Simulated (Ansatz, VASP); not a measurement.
CdS: VASP beside Ansatz

File INCAR:

```
PREC = Accurate
ENCUT = 500
EDIFF = 1E-6
ISMEAR = 0
SIGMA = 0.01
LREAL = False
LASPH = True
NELM = 120
ALGO = Normal
ISIF = 2
LWAVE = False
LCHARG = False
GGA = PE
NBANDS = 16
GGA_COMPAT = False
```

File KPOINTS:

```
Automatic mesh
0
Gamma
  6 6 6
```

POSCAR

```
CdS
1.0
    0.0000000000      2.9333580858      2.9333580858
    2.9333580858      0.0000000000      2.9333580858
    2.9333580858      2.9333580858      0.0000000000
Cd S
1 1
Direct
    0.0000000000      0.0000000000      0.0000000000
    0.2500000000      0.2500000000      0.2500000000
```

Input for Ansatz:

```yaml
crystal:
  lattice:
    - [0.0, 2.9333580858, 2.9333580858]
    - [2.9333580858, 0.0, 2.9333580858]
    - [2.9333580858, 2.9333580858, 0.0]
  atoms:
    - { symbol: Cd, position: [0.0, 0.0, 0.0] }
    - { symbol: S, position: [0.25, 0.25, 0.25] }
kpoints:
  mp_grid: { grid: [6, 6, 6] }
hamiltonian:
  xc: pbe
scf:
  occupations: { method: fixed }
  n_extra_bands: 4
output:
  forces: true
  stress: true
  eigenvalues: true
```

Alike in both runs: task single point; functional PBE; k mesh 6 × 6 × 6; no spin polarisation.

|  | VASP | Ansatz |
| --- | --- | --- |
| version | VASP 6.6.1 | Ansatz 0.2.0 |
| potentials or method | VASP PAW PBE potentials, release 64 (Cd, S) | plane waves, PAW |
| plane-wave cutoff (eV) | 500 | 420 |
| occupations | gaussian, width 0.01 eV | fixed |
| valence electrons in the cell | 18 | 26 |

Ansatz gave:

| Property | Result |
| --- | --- |
| gap on the k mesh at the Fermi level (eV) | 1.11 |
| pressure (GPa) | 1.8 |

**Question.** Estimate VASP's values.

**Answer.** gap on the k mesh at the Fermi level (eV): 1.11; pressure (GPa): 2.1.

VASP's potentials hold 18 valence electrons a cell and Ansatz's 26, so a difference there can come from the potentials and not from the codes.
